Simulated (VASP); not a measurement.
# Hf (P6_3/mmc) in VASP: a series of runs, part 2 of 2

VASP 6.6.1. Earlier steps stand in the parts before.

## (4) Single point, PBEsol, non-collinear spin, zero start, spin-orbit coupling

Contents of INCAR:

```
SYSTEM = Hf
PREC     = Accurate       ! precision mode
ENCUT    = 520            ! plane-wave cutoff, eV
EDIFF    = 1E-6           ! SCF threshold, eV
ISMEAR   = -1             ! smearing method
SIGMA    = 0.05           ! smearing width, eV
LREAL    = .FALSE.        ! projectors in reciprocal space
LASPH    = .TRUE.         ! aspherical terms in the spheres
NELM     = 150            ! most SCF steps
ALGO     = Normal         ! electronic algorithm
ISIF     = 2              ! what is computed and relaxed
LWAVE    = .FALSE.        ! write WAVECAR
LCHARG   = .TRUE.         ! write CHGCAR
MAGMOM   = 0 0 0 0 0 0    ! initial moments
LORBIT   = 11             ! projections on sites
LSORBIT  = .TRUE.         ! spin-orbit coupling
GGA_COMPAT= .FALSE.      
LORBMOM  = .TRUE.       
LMAXMIX  = 4              ! l up to which the mixer works
GGA      = PS             ! functional
LVHAR    = .TRUE.       
NBANDS   = 32             ! bands
```

Contents of KPOINTS:

```
Automatic mesh
0
G
  7 7 4
  0 0 0
```

Contents of POSCAR:

```
Hf
1.0
    3.1967000000      0.0000000000      0.0000000000
   -1.5983500000      2.7684234083      0.0000000000
    0.0000000000      0.0000000000      5.0578000000
Hf
2
Direct
    0.6666666667      0.3333333333      0.7500000000
    0.3333333333      0.6666666667      0.2500000000
```

Potentials or basis: VASP PAW PBE potentials, release 64 (Hf_pv).

On the command line:

```console
$ cat potpaw_PBE.64/Hf_pv/POTCAR > POTCAR
$ mpirun -np 1 vasp_ncl > vasp.out
```

OUTCAR:

```text
SYSTEM = Hf
   PREC = Accurate
   ENCUT = 520
   EDIFF = 1E-6
   ISMEAR = -1
   LREAL = .FALSE.
   LASPH = .TRUE.
   NELM = 150
   ISIF = 2
   LORBIT = 11
   LSORBIT = .TRUE.
   GGA = PS

 ion  position               nearest neighbor table
   1  0.667  0.333  0.750-   2 3.13   2 3.13   2 3.13   2 3.13   2 3.13   2 3.13
   2  0.333  0.667  0.250-   1 3.13   1 3.13   1 3.13   1 3.13   1 3.13   1 3.13

  LATTYP: Found a hexagonal cell.
 ALAT       =     3.1967000000
 C/A-ratio  =     1.5821941377

  Lattice vectors:

 A1 = (   3.1967000000,   0.0000000000,   0.0000000000)
 A2 = (  -1.5983500000,   2.7684234083,   0.0000000000)
 A3 = (   0.0000000000,   0.0000000000,   5.0578000000)

Analysis of symmetry for initial positions (statically):
=====================================================================
 Subroutine PRICEL returns:
 Original cell was already a primitive cell.

 Routine SETGRP: Setting up the symmetry group for a
 hexagonal supercell.

 Subroutine GETGRP returns: Found 24 space group operations
 (whereof 12 operations were pure point group operations)
 out of a pool of 24 trial point group operations.

The static configuration has the point symmetry D_3d.
 The point group associated with its full space group is D_6h.

Analysis of symmetry for dynamics (positions and initial velocities):
=====================================================================
 Subroutine PRICEL returns:
 Original cell was already a primitive cell.

 Routine SETGRP: Setting up the symmetry group for a
 hexagonal supercell.

 Subroutine GETGRP returns: Found 24 space group operations
 (whereof 12 operations were pure point group operations)
 out of a pool of 24 trial point group operations.

The dynamic configuration has the point symmetry D_3d.
 The point group associated with its full space group is D_6h.

Analysis of structural, dynamic, and magnetic symmetry:
[... 1055 lines left out ...]
 ----------------------------------------
  1         0.000  -0.000   0.000
  2         0.000   0.000   0.000
 ----------------------------------------
            0.000  -0.000   0.000

 orbital moment (z)

 # of ion     p       d       tot
 ----------------------------------------
  1         0.000   0.000   0.000
  2         0.000   0.000   0.000
 ----------------------------------------
            0.000   0.000   0.000

 Spin-Orbit-Coupling matrix elements

 Ion:    1  E_soc:     -1.3598363
 l=   1
     0.0000000    -0.2183430    -0.2186605
    -0.2183430     0.0000000    -0.2183430
    -0.2186605    -0.2183430     0.0000000
 l=   2
     0.0000000    -0.0014094     0.0000000    -0.0014094    -0.0068405
    -0.0014094     0.0000000    -0.0052161    -0.0016613    -0.0014094
     0.0000000    -0.0052161     0.0000000    -0.0052161     0.0000000
    -0.0014094    -0.0016613    -0.0052161     0.0000000    -0.0014094
    -0.0068405    -0.0014094     0.0000000    -0.0014094     0.0000000
 l=   3
     0.0000000     0.0000000     0.0000000     0.0000000     0.0000000     0.0000000     0.0000000
     0.0000000     0.0000000     0.0000000     0.0000000     0.0000000     0.0000000     0.0000000
     0.0000000     0.0000000     0.0000000     0.0000000     0.0000000     0.0000000     0.0000000
     0.0000000     0.0000000     0.0000000     0.0000000     0.0000000     0.0000000     0.0000000
     0.0000000     0.0000000     0.0000000     0.0000000     0.0000000     0.0000000     0.0000000
     0.0000000     0.0000000     0.0000000     0.0000000     0.0000000     0.0000000     0.0000000
     0.0000000     0.0000000     0.0000000     0.0000000     0.0000000     0.0000000     0.0000000

 Ion:    2  E_soc:     -1.3598363
 l=   1
     0.0000000    -0.2183430    -0.2186605
    -0.2183430     0.0000000    -0.2183430
    -0.2186605    -0.2183430     0.0000000
 l=   2
     0.0000000    -0.0014094     0.0000000    -0.0014094    -0.0068405
    -0.0014094     0.0000000    -0.0052161    -0.0016613    -0.0014094
     0.0000000    -0.0052161     0.0000000    -0.0052161     0.0000000
    -0.0014094    -0.0016613    -0.0052161     0.0000000    -0.0014094
    -0.0068405    -0.0014094     0.0000000    -0.0014094     0.0000000
 l=   3
     0.0000000     0.0000000     0.0000000     0.0000000     0.0000000     0.0000000     0.0000000
     0.0000000     0.0000000     0.0000000     0.0000000     0.0000000     0.0000000     0.0000000
     0.0000000     0.0000000     0.0000000     0.0000000     0.0000000     0.0000000     0.0000000
     0.0000000     0.0000000     0.0000000     0.0000000     0.0000000     0.0000000     0.0000000
     0.0000000     0.0000000     0.0000000     0.0000000     0.0000000     0.0000000     0.0000000
     0.0000000     0.0000000     0.0000000     0.0000000     0.0000000     0.0000000     0.0000000
     0.0000000     0.0000000     0.0000000     0.0000000     0.0000000     0.0000000     0.0000000

 total charge

# of ion       s       p       d       tot
------------------------------------------
    1        0.392   6.442   1.556   8.390
    2        0.392   6.442   1.556   8.390
--------------------------------------------------
tot          0.784  12.884   3.111  16.779

 magnetization (x)

# of ion       s       p       d       tot
------------------------------------------
    1        0.000   0.000   0.000   0.000
    2       -0.000   0.000   0.000  -0.000
--------------------------------------------------
tot         -0.000   0.000   0.000  -0.000

 magnetization (y)

# of ion       s       p       d       tot
------------------------------------------
    1        0.000  -0.000  -0.000  -0.000
    2        0.000  -0.000  -0.000  -0.000
--------------------------------------------------
tot          0.000  -0.000  -0.000  -0.000

 magnetization (z)

# of ion       s       p       d       tot
------------------------------------------
    1        0.000   0.000   0.000   0.000
    2        0.000   0.000   0.000   0.000
--------------------------------------------------
tot          0.000   0.000   0.000   0.000
```

OSZICAR:

```text
N       E                     dE             d eps       ncg     rms          rms(c)
DAV:   1     0.715796511216E+02    0.71580E+02   -0.10889E+04  1560   0.119E+03
DAV:   2    -0.191082444556E+02   -0.90688E+02   -0.86614E+02  1840   0.306E+02
DAV:   3    -0.231280057219E+02   -0.40198E+01   -0.39132E+01  2008   0.420E+01
DAV:   4    -0.231864848675E+02   -0.58479E-01   -0.58392E-01  1792   0.535E+00
DAV:   5    -0.231874558840E+02   -0.97102E-03   -0.97083E-03  1912   0.586E-01    0.755E+01
DAV:   6    -0.225792314363E+02    0.60822E+00   -0.55643E-01  1744   0.498E+00    0.441E+01
DAV:   7    -0.223718162127E+02    0.20742E+00   -0.44559E-01  1768   0.430E+00    0.222E+01
DAV:   8    -0.223667056578E+02    0.51106E-02   -0.67497E-02  1944   0.161E+00    0.154E+00
DAV:   9    -0.223608112560E+02    0.58944E-02   -0.25756E-02  1736   0.107E+00    0.321E-01
DAV:  10    -0.223608567541E+02   -0.45498E-04   -0.85891E-04  1960   0.205E-01    0.149E-01
DAV:  11    -0.223608465744E+02    0.10180E-04   -0.14876E-05  1792   0.306E-02    0.369E-02
DAV:  12    -0.223608470933E+02   -0.51899E-06   -0.12666E-05  1792   0.252E-02    0.939E-02
DAV:  13    -0.223608474962E+02   -0.40282E-06   -0.24798E-06  1744   0.108E-02
   1 F= -.22360847E+02 E0= -.22354289E+02  d E =-.131161E-01  mag=    -0.0000     0.0000     0.0000
```

stdout:

```text
POSCAR found type information on POSCAR Hf
 POSCAR found :  1 types and       2 ions
 scaLAPACK will be used
 -----------------------------------------------------------------------------
|                                                                             |
|                                                                             |
|     You enforced a specific xc type in the INCAR file but a different       |
|     I HOPE YOU KNOW WHAT YOU ARE DOING!                                     |
|                                                                             |
 -----------------------------------------------------------------------------

 LDA part: xc-table for (Slater+PW92), standard interpolation
 POSCAR, INCAR and KPOINTS ok, starting setup
 FFT: planning ... GRIDC
 FFT: planning ... GRID_SOFT
 FFT: planning ... GRID
 WAVECAR not read
 entering main loop
```

It took 96 s on 1 thread of AMD EPYC 7R43 (Zen 3), shared host; peak memory 0.23 GiB.

Results:

```
Free energy                                           : -22.3608 eV
Pressure                                              : -4.2 GPa
Net moment                                            : 0.00 μB per cell
Valence electrons inside the program's atomic spheres : Hf 8.39
```

Moments on the atoms (μB; x, y, z):
```
Hf  0.00 0.00 0.00
Hf  0.00 0.00 0.00
```

Caveat: the PAW data sets were made with another functional, which shifts forces and pressure a little.

## (5) Single point, PBE

Contents of INCAR:

```
PREC = Accurate
ENCUT = 520
EDIFF = 1E-7
ISMEAR = -1
SIGMA = 0.06
LREAL = F
LASPH = T
NELM = 100
ALGO = Normal
ISIF = 2
LWAVE = F
LCHARG = T
GGA = PE
LELF = T
LVHAR = T
NBANDS = 17
```

Contents of KPOINTS:

```
regular mesh
0
Gamma
  7 7 4
```

POSCAR is that of step 4.

On the command line:

```console
$ cat potpaw_PBE.64/Hf_pv/POTCAR > POTCAR
$ mpirun -np 1 vasp_std > vasp.out
```

Wall time 8 s (1 thread of Intel Xeon 6975P-C (Granite Rapids), shared host); peak memory 0.16 GiB.

The run converged. Its results:

* Free energy: -19.8581 eV
* Pressure: 0.5 GPa
* Band gap on the k mesh: zero (band 10 reaches 6.09 eV, above the bottom of band 11 at 4.70 eV)

Stress tensor (GPa, compression positive):
```
0.14 0.00 0.00
0.00 0.14 0.00
0.00 0.00 1.28
```

Levels at points of the mesh, in eV from the Fermi level:
```
           k point  band 6  band 7  band 8  band 9  band 10  band 11  band 12  band 13  band 14  band 15
(0.00, 0.00, 0.00)  -30.26   -7.43   -3.76    0.59     1.12     1.12     1.41     1.94     1.94     2.59
(0.00, 0.00, 0.50)  -30.33   -5.46   -5.46    0.10     0.10     1.01     1.01     1.01     1.01     4.74
```

Caveat: spin-orbit coupling is left out, which moves the levels of the heavy elements.

## (6) Single point, BLYP+D3(BJ)

This run uses another cell than the first one, of 21.32 Å³/atom, 0.953 times its volume.

Contents of INCAR:

```
AGGAC = 1.0 ; AGGAX = 1.0
ALDAC = 0.0 ; ALDAX = 1.0
ALGO = Normal ; EDIFF = 1E-6
ENCUT = 520 ; GGA = B5
ISIF = 2 ; ISMEAR = -1
IVDW = 12 ; LASPH = T
LCHARG = F ; LREAL = F
LWAVE = F ; NBANDS = 17
NELM = 100 ; PREC = Accurate
SIGMA = 0.05 ; VDW_A1 = 0.4298
VDW_A2 = 4.2359 ; VDW_S6 = 1.0
VDW_S8 = 2.6996
```

Contents of KPOINTS:

```
k-points
0
Gamma
  10 10 5
```

Contents of POSCAR:

```
Hf
1.0
    3.1456280241      0.0000000000      0.0000000000
   -1.5728140120      2.7241937797      0.0000000000
    0.0000000000      0.0000000000      4.9770337982
Hf
2
Direct
    0.6666666667      0.3333333333      0.7500000000
    0.3333333333      0.6666666667      0.2500000000
```

Potentials or basis: VASP PAW PBE potentials, release 64 (Hf_pv).

On the command line:

```console
$ cat potpaw_PBE.64/Hf_pv/POTCAR > POTCAR
$ mpirun -np 1 vasp_std > vasp.out
```

It took 16 s on 1 thread of Intel Xeon 6975P-C (Granite Rapids), shared host; peak memory 0.17 GiB.

Results (log left out):

- Free energy: -19.5174 eV
- Pressure: 0.1 GPa
- Band gap on the k mesh: zero (band 10 reaches 6.88 eV, above the bottom of band 11 at 5.42 eV)
- Dispersion energy per atom: -1.183 eV

Levels at points of the mesh, in eV from the Fermi level:
```csv
k point,band 6,band 7,band 8,band 9,band 10,band 11,band 12,band 13,band 14,band 15
"(0.00, 0.00, 0.00)",-29.94,-7.37,-3.81,1.07,1.12,1.12,1.41,1.98,1.98,2.64
"(0.50, 0.00, 0.00)",-30.05,-3.36,-2.90,-2.35,-0.56,0.72,0.96,1.78,6.05,6.59
```

Caveat: the PAW data sets were made with another functional, which shifts forces and pressure a little; spin-orbit coupling is left out, which moves the levels of the heavy elements; pairwise dispersion overbinds metals, which lowers pressure and volume.

## (7) The runs side by side

| task | level | potentials or basis | spin | cell | k mesh | cutoff (eV) | smearing | gap on the mesh (eV) | pressure (GPa) | moment (μB) |
| --- | --- | --- | --- | --- | --- | --- | --- | --- | --- | --- |
| relaxation of cell and atoms | RPBE+D4 | VASP PAW PBE potentials, release 64 (Hf_pv) | off | relaxed from a = 3.197, b = 3.197, c = 5.058 Å, angles 90.0, 90.0, 120.0°, 2 atoms | 10 × 10 × 5 | 600 | fermi-dirac 0.05 eV | none | 0.0 | - |
| single point | LDA | VASP PAW LDA potentials, release 64 (Hf_pv) | non-collinear, zero start, SOC | a = 3.197, b = 3.197, c = 5.058 Å, angles 90.0, 90.0, 120.0°, 2 atoms | 7 × 7 × 4 | 520 | fermi-dirac 0.05 eV | - | -7.7 | 0.00 |
| single point | PBEsol | VASP PAW PBE potentials, release 64 (Hf_pv) | non-collinear, zero start, SOC | a = 3.197, b = 3.197, c = 5.058 Å, angles 90.0, 90.0, 120.0°, 2 atoms | 7 × 7 × 4 | 520 | fermi-dirac 0.05 eV | - | -4.2 | 0.00 |
| single point | PBE | VASP PAW PBE potentials, release 64 (Hf_pv) | off | a = 3.197, b = 3.197, c = 5.058 Å, angles 90.0, 90.0, 120.0°, 2 atoms | 7 × 7 × 4 | 520 | fermi-dirac 0.06 eV | none | 0.5 | - |
| single point | BLYP+D3(BJ) | VASP PAW PBE potentials, release 64 (Hf_pv) | off | a = 3.146, b = 3.146, c = 4.977 Å, angles 90.0, 90.0, 120.0°, 2 atoms | 10 × 10 × 5 | 520 | fermi-dirac 0.05 eV | none | 0.1 | - |

Caveats: the PAW data sets were made with another functional, which shifts forces and pressure a little (some runs); spin-orbit coupling is left out, which moves the levels of the heavy elements (some runs); pairwise dispersion overbinds metals, which lowers pressure and volume (some runs).

Total energies depend on the potentials used, so only differences within one code and one set of settings carry meaning.
